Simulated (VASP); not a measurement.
A run of VASP 6.6.1:

Contents of INCAR:

```
  ALGO = Normal
  EDIFF = 1E-6
  EDIFFG = -0.04
  ENCUT = 600
  GGA = PE
  IBRION = 2
  ISIF = 3
  ISMEAR = 0
  LASPH = True
  LCHARG = False
  LREAL = False
  LWAVE = False
  NELM = 100
  NSW = 90
  PREC = Accurate
  SIGMA = 0.1
```

File KPOINTS:

```
k-points
0
Gamma
  6 6 6
```

POSCAR

```
Li2H
1.0
    3.1206302414      0.0000000000      0.0000000000
   -1.5603151207      2.7025450649      0.0000000000
    0.0000000000      0.0000000000      3.3694512573
Li H
2 1
Direct
    0.3333333333      0.6666666667      0.5000000000
    0.6666666667      0.3333333333      0.5000000000
    0.0000000000      0.0000000000      0.0000000000
```

Potentials or basis: VASP PAW PBE potentials, release 64 (Li_sv, H).

The run is started by

```console
$ cat potpaw_PBE.64/Li_sv/POTCAR potpaw_PBE.64/H/POTCAR > POTCAR
$ mpirun -np 1 vasp_std > vasp.out
```

Hardware: 1 thread of Intel(R) Xeon(R) Platinum 8259CL CPU @ 2.50GHz (Skylake/Cascade Lake), with other jobs on the host.

How long does it take, and how much memory?

Run time: 54 s on 1 thread of Intel(R) Xeon(R) Platinum 8259CL CPU @ 2.50GHz (Skylake/Cascade Lake) (shared host), peak memory 0.14 GiB. Counts: scf iterations 81, k points 28, ion steps 11.
